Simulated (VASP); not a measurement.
ReS:

```
Re S
1.0
     0.00000    2.46858    2.46858
     2.46858    0.00000    2.46858
     2.46858    2.46858    0.00000
Re S
1 1
Cartesian
  0.0000 0.0000 0.0000
  2.4686 2.4686 2.4686
```

Base run:

```yaml
Program: VASP 6.6.1
Functional: PBE
Potentials_or_basis: VASP PAW PBE potentials, release 64 (Re, S)
Cutoff: 520 eV
k_mesh: 14 × 14 × 14
Occupations: gaussian, width 0.1 eV
Spin: collinear spin, ferromagnetic start
Starting_moments: "[3.5, 0.0] μB"
```

Its results: pressure 1.0 GPa; net moment 0.95 μB per cell; site moments Re +0.89; S +0.01 μB.

The run is repeated on the same cell with these changes: potentials or basis from VASP PAW PBE potentials, release 64 (Re, S) to VASP PAW PBE potentials, release 64 (Re_sv_GW, S); cutoff from 520 eV to 500 eV; further incar settings from ALGO = Normal; EDIFF = 1e-07; NBANDS = 18 to ALGO = Normal; EDIFF = 1e-06; NBANDS = 22; valence electrons from 13 to 21. What comes out?

Pressure -1.1 GPa; net moment 1.00 μB per cell; site moments Re +0.92; S +0.01 μB.
